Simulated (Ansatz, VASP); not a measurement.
**One calculation of TaCoS3, two programs**

```xyz
5
Lattice="4.7799 0.0000 0.0000 0.0000 4.7799 0.0000 0.0000 0.0000 4.7799" Properties=species:S:1:pos:R:3 pbc="T T T"
Ta    0.0000    0.0000    0.0000
Co    2.3899    2.3899    2.3899
S     2.3899    0.0000    0.0000
S     0.0000    2.3899    0.0000
S     0.0000    0.0000    2.3899
```

Alike in both runs: functional PBE; k mesh 8 × 8 × 8; occupations gaussian, width 0.1 eV; collinear spin.

Ansatz relaxed the structure, and its values are those at the end. VASP's run is a single point on that final structure, the one shown.

|  | VASP | Ansatz |
| --- | --- | --- |
| version | VASP 6.6.1 | Ansatz 0.2.0 |
| potentials or method | VASP PAW PBE potentials, release 64 (Ta_pv, Co, S), cutoff 520 eV | scalar-relativistic, plane waves, PAW |
| valence electrons in the cell | 38 | 48 |

```tsv
	VASP	Ansatz	Ansatz less VASP
gap on the k mesh at the Fermi level (eV)	none	none	-
pressure (GPa)	0.0	0.0	+0.01
net moment per atom (μB)	0.49	0.50	+0.003
size of the moment on the site where the two differ most (μB)	2.27	2.37	+0.096
```

Site moments also hang on the region over which each program counts them. A gap of «none» marks a metal or a gap that the smearing closes. VASP's potentials hold 38 valence electrons a cell and Ansatz's 48, so a difference there can come from the potentials and not from the codes.

Neither program's run includes spin-orbit coupling.
